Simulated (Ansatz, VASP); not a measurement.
## Two plane-wave programs on WC

Contents of INCAR:

```
SYSTEM = WC
  PREC = Accurate
  ENCUT = 520
  EDIFF = 1E-6
  ISMEAR = 0
  SIGMA = 0.15
  LREAL = .FALSE.
  LASPH = .TRUE.
  NELM = 80
  ALGO = Normal
  ISIF = 2
  LWAVE = .FALSE.
  LCHARG = .FALSE.
  GGA = PE
  NBANDS = 16
```

File KPOINTS:

```
Automatic mesh
0
G
  24 24 22
  0 0 0
```

Contents of POSCAR:

```
WC
1.0
    2.6880299194      0.0000000000      0.0000000000
   -1.3440149597      2.3279021963      0.0000000000
    0.0000000000      0.0000000000      3.0748419522
W C
1 1
Direct
    0.0000000000      0.0000000000      0.0000000000
    0.6666666667      0.3333333333      0.5000000000
```

Input for Ansatz:

```yaml
crystal:
  lattice:
    - [2.6880299194, 0.0, 0.0]
    - [-1.3440149597, 2.3279021963, 0.0]
    - [0.0, 0.0, 3.0748419522]
  atoms:
    - { symbol: W, position: [0.0, 0.0, 0.0] }
    - { symbol: C, position: [0.6666666667, 0.3333333333, 0.5] }
basis:
  ecutwfc: 420
kpoints:
  mp_grid: { grid: [24, 24, 22] }
hamiltonian:
  xc: pbe
scf:
  occupations: { method: gaussian, width: 0.15 }
output:
  forces: true
  stress: true
  eigenvalues: true
```

Change from the starting cell: strain -0.080 along x and y, +0.080 along z, atoms carried along.

Alike in both runs: task single point; functional PBE; k mesh 24 × 24 × 22; occupations gaussian, width 0.15 eV; no spin polarisation.

|  | VASP | Ansatz |
| --- | --- | --- |
| version | VASP 6.6.1 | Ansatz 0.2.0 |
| potentials or method | VASP PAW PBE potentials, release 64 (W_sv, C), cutoff 520 eV | scalar-relativistic, plane waves, PAW |
| valence electrons in the cell | 18 | 18 |

```csv
,VASP,Ansatz,Ansatz less VASP
gap on the k mesh at the Fermi level (eV),none,none,-
pressure (GPa),43.8,42.1,-1.68
"traceless stress, the component that is largest in VASP (GPa)",-79.19,-79.02,+0.177
```

A gap of «none» marks a metal or a gap that the smearing closes. Both programs put the cell under a high pressure, so it lies far from rest at this level. With one functional, cell and mesh, what is left measures potentials, basis and numerics.

Spin-orbit coupling is off throughout.
